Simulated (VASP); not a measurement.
# NaRh (Cmmm) in VASP: a series of runs

Runs on NaRh. Level: PBE. Tasks: single point, relaxation of cell and atoms.

Program: VASP 6.6.1. These are calculated values, not measurements. Logs are shortened: lines on timing, memory, paths and dates and some standing lists are left out, and cuts for length are marked.

### 1 The cell of the first run

The structure is orthorhombic, space group Cmmm (No. 65). Conventional cell: a = 2.818 Å, b = 4.676 Å, c = 5.037 Å, α = 90.00°, β = 90.00°, γ = 90.00°. Na (site symmetry mmm) has 6 Na at 2.73 to 2.82 Å and 8 Rh at 2.89 to 3.44 Å within 3.6 Å. Within 3.6 Å of Rh (site symmetry mmm) lie 6 Rh at 2.73 to 2.82 Å and 8 Na at 2.89 to 3.44 Å.

### 2 Single point, PBE

Contents of INCAR:

```
SYSTEM = NaRh
ALGO = Normal ; EDIFF = 1E-6
ENCUT = 520 ; GGA = PE
ISIF = 2 ; ISMEAR = 0
LASPH = .True. ; LCHARG = .False.
LREAL = .False. ; LWAVE = .False.
NBANDS = 18 ; NELM = 60
PREC = Accurate ; SIGMA = 0.1
```

Contents of KPOINTS:

```
k-points
0
Gamma
  6 6 4
  0 0 0
```

Contents of POSCAR:

```
NaRh
1.0
    1.4090436752     -2.3381002647      0.0000000000
    1.4090436752      2.3381002647      0.0000000000
    0.0000000000      0.0000000000      5.0370035938
Na Rh
1 1
Direct
    0.5000000000      0.5000000000      0.5000000000
    0.0000000000      0.0000000000      0.0000000000
```

Potentials or basis: VASP PAW PBE potentials, release 64 (Na_pv, Rh_pv).

Started as:

```console
cat potpaw_PBE.64/Na_pv/POTCAR potpaw_PBE.64/Rh_pv/POTCAR > POTCAR
mpirun -np 1 vasp_std > vasp.out
```

OUTCAR:

```text
SYSTEM = NaRh
   EDIFF = 1E-6
   ENCUT = 520
   GGA = PE
   ISIF = 2
   ISMEAR = 0
   LASPH = .True.
   LREAL = .False.
   NELM = 60
   PREC = Accurate

 ion  position               nearest neighbor table
   1  0.500  0.500  0.500-   2 2.89   2 2.89   2 2.89   2 2.89
   2  0.000  0.000  0.000-   1 2.89   1 2.89   1 2.89   1 2.89

  LATTYP: Found a base centered orthorhombic cell.
 ALAT       =     2.8180873504
 B/A-ratio  =     1.6593525849
 C/A-ratio  =     1.7873837704

  Lattice vectors:

 A1 = (   1.4090436752,  -2.3381002647,   0.0000000000)
 A2 = (   1.4090436752,   2.3381002647,   0.0000000000)
 A3 = (   0.0000000000,   0.0000000000,   5.0370035938)

Analysis of symmetry for initial positions (statically):
=====================================================================
 Subroutine PRICEL returns:
 Original cell was already a primitive cell.

 Routine SETGRP: Setting up the symmetry group for a
 base centered orthorhombic supercell.

 Subroutine GETGRP returns: Found  8 space group operations
 (whereof  8 operations were pure point group operations)
 out of a pool of  8 trial point group operations.

The static configuration has the point symmetry D_2h.

Analysis of symmetry for dynamics (positions and initial velocities):
=====================================================================
 Subroutine PRICEL returns:
 Original cell was already a primitive cell.

 Routine SETGRP: Setting up the symmetry group for a
 base centered orthorhombic supercell.

 Subroutine GETGRP returns: Found  8 space group operations
 (whereof  8 operations were pure point group operations)
 out of a pool of  8 trial point group operations.

The dynamic configuration has the point symmetry D_2h.

 Subroutine INISYM returns: Found  8 space group operations
 (whereof  8 operations are pure point group operations),
 and found     1 'primitive' translations

----------------------------------------------------------------------------------------

                                     Primitive cell

  volume of cell :      33.1887

  direct lattice vectors                    reciprocal lattice vectors
     1.409043675 -2.338100265  0.000000000     0.354850605 -0.213848827  0.000000000
     1.409043675  2.338100265  0.000000000     0.354850605  0.213848827  0.000000000
     0.000000000  0.000000000  5.037003594     0.000000000  0.000000000  0.198530730

  length of vectors
     2.729856576  2.729856576  5.037003594     0.414306979  0.414306979  0.198530730

  position of ions in fractional coordinates (direct lattice)
[... 78 lines left out ...]
   NELM   =     60;   NELMIN=  2; NELMDL= -5     # of ELM steps
   EDIFF  = 0.1E-05   stopping-criterion for ELM
   LREAL  =      F    real-space projection
   EDIFFG = 0.1E-04   stopping-criterion for IOM
   NSW    =      0    number of steps for IOM
   IBRION =     -1    ionic relax: 0-MD 1-quasi-New 2-CG
   NFREE  =      0    steps in history (QN), initial steepest desc. (CG)
   ISIF   =      2    stress and relaxation
   ISYM   =      2    0-nonsym 1-usesym 2-fastsym
   POTIM  = 0.5000    time-step for ionic-motion
   TEBEG  =    0.0;   TEEND  =   0.0 temperature during run
   PSTRESS=    0.0 pullay stress
   NELECT =      22.0000    total number of electrons
   NUPDOWN=      -1.0000    fix difference up-down
   EMIN   =  10.00;   EMAX   =-10.00  energy-range for DOS
   EFERMI =   0.00;   METHOD = LEGACY
   ISMEAR =     0;   SIGMA  =   0.10  broadening in eV -4-tet -1-fermi 0-gaus
   EFERMI_NEDOS =   21; number of points for ismear=-14 and -15
   IALGO  =     38    algorithm
   IMIX   =      4    mixing-type and parameters
     AMIX     =   0.40;   BMIX     =  1.00
     AMIX_MAG =   1.60;   BMIX_MAG =  1.00
  volume/ion in A,a.u.               =      16.59       111.98
  Fermi-wavevector in a.u.,A,eV,Ry     =   1.427422  2.697437 27.722335  2.037534
  Thomas-Fermi vector in A             =   2.547593
   LORBIT       =      0    0 simple, 1 ext, 2 COOP (PROOUT), +10 PAW based schemes
   GGA     = PE    functional components
   LHFCALC =     F    Hartree Fock is set to
   AEXX    =    0.0000 exact exchange contribution
   IVDW    =     0    specifies the selected vdW correction
   LEPSILON=     F    determine dielectric tensor
   LRPA    =     F    only Hartree local field effects (RPA)
 non-spin polarized calculation
 Gauss-broadening in eV      SIGMA  =   0.10
  energy-cutoff  :      520.00
  volume of cell :       33.19
 maximum number of plane-waves:       912
   NGX = 11   NGY = 11   NGZ = 19

 number of electron      22.0000004 magnetization

 Free energy of the ion-electron system (eV)
  ---------------------------------------------------
  ext. energy  EPLUGINS =         0.00000000
  ---------------------------------------------------
  free energy    TOTEN  =        -7.92946062 eV

  energy without entropy =       -7.92083782  energy(sigma->0) =       -7.92514922

 E-fermi :   5.7511     XC(G=0): -10.8728

 val. band max:        5.6680000567   @ k =  -0.1667   0.1667   0.5000
 cond. band min:       5.7668197137   @ k =   0.1667   0.0000   0.5000
 fundamental gap:      0.0988196569
 Fermi energy:         5.7511417821

 k-point     1 :       0.0000    0.0000    0.0000
  band No.  band energies     occupation
      1     -40.0061      2.00000
      2     -39.9605      2.00000
      3     -39.7214      2.00000
      4     -18.4665      2.00000
      5     -18.4300      2.00000
      6     -18.4128      2.00000
[... 481 lines left out ...]
      5     -18.5871      2.00000
      6     -18.3821      2.00000
[... 10 lines left out ...]
     17      17.5697      0.00000
     18      18.5612      0.00000

 [... further k-points ...]

------------------------ aborting loop because EDIFF is reached ----------------------------------------

  FORCE on cell =-STRESS in cart. coord.  units (eV):
  Direction    XX          YY          ZZ          XY          YZ          ZX
  --------------------------------------------------------------------------------------
  -------------------------------------------------------------------------------------
  Total        0.0170336      0.0419003      0.0094470     -0.0000000      0.0000000      0.0000000
  in kB        0.8222923      2.0227282      0.4560529     -0.0000000      0.0000000      0.0000000
  external PRESSURE =       1.1003578 kB  Pullay stress =       0.0000000 kB

 VOLUME and BASIS-vectors are now :
 -----------------------------------------------------------------------------
  energy-cutoff  :      520.00
  volume of cell :       33.19
      direct lattice vectors                 reciprocal lattice vectors
     1.409043675 -2.338100265  0.000000000     0.354850605 -0.213848827  0.000000000
     1.409043675  2.338100265  0.000000000     0.354850605  0.213848827  0.000000000
     0.000000000  0.000000000  5.037003594     0.000000000  0.000000000  0.198530730

 POSITION                                       TOTAL-FORCE (eV/Angst)
 -----------------------------------------------------------------------------------
      1.40904      0.00000      2.51850        -0.000000      0.000000      0.000000
      0.00000      0.00000      0.00000         0.000000      0.000000      0.000000
 -----------------------------------------------------------------------------------
    total drift:                                0.000000      0.000000      0.000000

  FREE ENERGIE OF THE ION-ELECTRON SYSTEM (eV)
  ---------------------------------------------------
  free  energy   TOTEN  =        -7.9294606198 eV

  energy  without entropy=       -7.9208378209  energy(sigma->0) =       -7.92514922
```

stdout:

```text
POSCAR found type information on POSCAR NaRh
 POSCAR found :  2 types and       2 ions
 scaLAPACK will be used
 LDA part: xc-table for (Slater+PW92), standard interpolation
 POSCAR, INCAR and KPOINTS ok, starting setup
 FFT: planning ... GRIDC
 FFT: planning ... GRID_SOFT
 FFT: planning ... GRID
 WAVECAR not read
 entering main loop
```

Wall time 15 s (1 thread of Intel Xeon Platinum 8259CL at 2.50GHz (Skylake/Cascade Lake), shared host); peak memory 0.15 GiB.

Results:

```yaml
Free_energy: -7.9295 eV
Pressure: 0.1 GPa
Band_gap_on_the_k_mesh: zero (bands 11 and 12 overlap by 1.27 eV)
```

Caveat: the k points lie up to 0.43 Å⁻¹ apart, too coarse for converged energies and pressures of a metal.

### 3 Single point, PBE

This run uses another cell than the first one, of 25.01 Å³/atom.

Contents of INCAR:

```
ALGO = Normal
EDIFF = 1E-6
ENCUT = 520
GGA = PE
ISIF = 2
ISMEAR = 0
LASPH = True
LCHARG = True
LELF = True
LREAL = False
LVHAR = True
LWAVE = False
NBANDS = 18
NELM = 80
PREC = Accurate
SIGMA = 0.1
```

Contents of KPOINTS:

```
k-points
0
Gamma
  6 6 4
```

Contents of POSCAR:

```
NaRh
1.0
    1.8422412700     -2.6053225900      0.0000000000
    1.8422412700      2.6053225900      0.0000000000
    0.0000000000      0.0000000000      5.2106451800
Na Rh
1 1
Direct
    0.5000000000      0.5000000000      0.5000000000
    0.0000000000      0.0000000000      0.0000000000
```

Potentials or basis: VASP PAW PBE potentials, release 64 (Na_pv, Rh_pv).

Started as:

```console
cat potpaw_PBE.64/Na_pv/POTCAR potpaw_PBE.64/Rh_pv/POTCAR > POTCAR
mpirun -np 1 vasp_std > vasp.out
```

Run time: 18 s. Hardware: 1 thread of Intel Xeon Platinum 8259CL at 2.50GHz (Skylake/Cascade Lake), shared host; peak memory 0.17 GiB.

It converged, with:

```
Free energy            : -6.8213 eV
Pressure               : -10.9 GPa
Band gap on the k mesh : zero (bands 11 and 12 overlap by 0.82 eV)
```

Stress tensor (GPa, compression positive):
```
-12.96   0.00   0.00
  0.00 -12.40   0.00
  0.00   0.00  -7.36
```

Levels at points of the mesh, in eV from the Fermi level:
```tsv
k point	band 7	band 8	band 9	band 10	band 11	band 12	band 13	band 14	band 15	band 16
(0.00, 0.00, 0.00)	-3.66	-1.54	-1.40	-0.22	-0.05	0.10	2.09	4.23	12.81	13.06
(0.50, 0.00, 0.00)	-1.93	-1.27	-0.81	-0.02	0.14	1.11	2.51	5.54	7.15	7.92
(0.50, 0.50, 0.00)	-1.89	-1.25	-0.53	-0.48	0.64	2.04	4.18	7.48	7.52	7.52
(0.00, 0.00, 0.50)	-2.89	-1.40	-1.39	-0.78	-0.21	-0.05	0.08	8.73	11.59	12.68
(0.50, 0.00, 0.50)	-1.88	-1.50	-0.37	-0.04	0.15	1.94	2.20	3.46	5.11	12.77
(0.50, 0.50, 0.50)	-1.85	-1.39	-0.55	-0.17	0.64	2.96	4.18	5.19	5.42	8.31
```

Caveat: the cell stands under tension.

### 4 Relaxation of cell and atoms, PBE

This run uses another cell than the first one, of 25.01 Å³/atom.

Contents of INCAR:

```
PREC     = Accurate       # precision mode
ENCUT    = 600            # plane-wave cutoff, eV
EDIFF    = 1E-6           # SCF threshold, eV
ISMEAR   = 0              # smearing method
SIGMA    = 0.1            # smearing width, eV
LREAL    = False          # projectors in reciprocal space
LASPH    = True           # aspherical terms in the spheres
NELM     = 60             # most SCF steps
ALGO     = Fast           # electronic algorithm
ISIF     = 3              # what is computed and relaxed
LWAVE    = False          # write WAVECAR
LCHARG   = False          # write CHGCAR
GGA      = PE             # functional
IBRION   = 2              # ionic algorithm
NSW      = 90             # ionic steps
EDIFFG   = -0.04          # ionic threshold
```

Contents of KPOINTS:

```
Automatic mesh
0
Gamma
  6 6 4
```

POSCAR is that of step 3.

Started as:

```console
cat potpaw_PBE.64/Na_pv/POTCAR potpaw_PBE.64/Rh_pv/POTCAR > POTCAR
mpirun -np 1 vasp_std > vasp.out
```

Run time: 4.9 min. Hardware: 1 thread of Intel Xeon Platinum 8259CL at 2.50GHz (Skylake/Cascade Lake), shared host; peak memory 0.22 GiB.

It converged, with:

- Free energy: -7.9337 eV
- Relaxed volume: 16.61 Å³/atom
- Relaxed cell: a = 2.731 Å, b = 2.731 Å, c = 5.037 Å, α = 90.00°, β = 90.00°, γ = 117.81°
- Space group after relaxing (to 0.1 Å): Cmmm (No. 65)
- Energy gained by relaxing: 556.4 meV/atom
- Ionic steps: 11
- Pressure after relaxing: 0.0 GPa
- Band gap on the k mesh: zero (bands 11 and 12 overlap by 1.27 eV)

Stress tensor (GPa, compression positive):
```
-0.13  0.00  0.00
 0.00  0.09  0.00
 0.00  0.00 -0.04
```

Step by step:
```csv
step,energy change (eV),largest force (eV/Å),pressure (GPa),volume (Å³)
1,0.0000,0.0000,-10.92,50.02
2,-0.7705,0.0000,-7.59,38.64
3,-0.9388,0.0000,-0.68,33.84
4,-0.9420,0.0000,1.63,32.94
5,-0.9423,0.0000,0.76,33.24
6,-1.0553,0.0000,2.14,32.46
7,-1.0891,0.0000,4.34,31.77
8,-1.1028,0.0000,-1.86,34.07
9,-1.1124,0.0000,0.26,33.13
10,-1.1124,0.0000,0.46,33.10
11,-1.1128,0.0000,-0.03,33.23
```

Final structure:
```
CELL_PARAMETERS angstrom
1.41043 -2.33834 0.00000
1.41043 2.33834 0.00000
0.00000 0.00000 5.03746
ATOMIC_POSITIONS crystal
Na 0.50000 0.50000 0.50000
Rh 0.00000 0.00000 0.00000
```

Levels at points of the mesh, in eV from the Fermi level:
| k point | band 8 | band 9 | band 10 | band 11 | band 12 | band 13 | band 14 | band 15 |
| --- | --- | --- | --- | --- | --- | --- | --- | --- |
| (0.00, 0.00, 0.00) | -3.35 | -2.18 | -1.57 | 0.09 | 0.21 | 0.79 | 3.99 | 16.99 |
| (0.50, 0.00, 0.00) | -2.91 | -1.28 | -0.33 | 1.02 | 1.55 | 4.48 | 5.94 | 8.12 |
| (0.50, 0.50, 0.00) | -3.01 | -1.09 | -0.60 | 1.17 | 1.59 | 5.73 | 7.56 | 7.66 |
| (0.00, 0.00, 0.50) | -2.71 | -2.18 | -2.17 | -1.56 | 0.10 | 0.20 | 7.86 | 12.22 |
| (0.50, 0.00, 0.50) | -3.11 | -0.97 | -0.36 | 1.02 | 2.34 | 2.93 | 6.39 | 6.60 |
| (0.50, 0.50, 0.50) | -3.10 | -0.69 | -0.59 | 1.17 | 2.40 | 4.38 | 5.44 | 7.54 |

Caveat: the volume moved by over 15 % at a fixed basis, so the end points are rough.

### 5 The runs side by side

```csv
task,cell,cutoff (eV),gap on the mesh (eV),pressure (GPa)
single point,"a = 2.730, b = 2.730, c = 5.037 Å, angles 90.0, 90.0, 117.8°, 2 atoms",520,none,0.1
single point,"a = 3.191, b = 3.191, c = 5.211 Å, angles 90.0, 90.0, 109.5°, 2 atoms",520,none,-10.9
relaxation of cell and atoms,"relaxed from a = 3.191, b = 3.191, c = 5.211 Å, angles 90.0, 90.0, 109.5°, 2 atoms",600,none,0.0
```

Alike in all rows: level PBE; potentials or basis VASP PAW PBE potentials, release 64 (Na_pv, Rh_pv); no spin polarisation; k mesh 6 × 6 × 4; smearing gaussian 0.1 eV.

Caveats: some runs use coarse meshes; the cell stands under tension (at least some runs); the volume moved by over 15 % at a fixed basis, so the end points are rough (at least some runs).

Absolute energies hang on the potentials; compare differences alone.
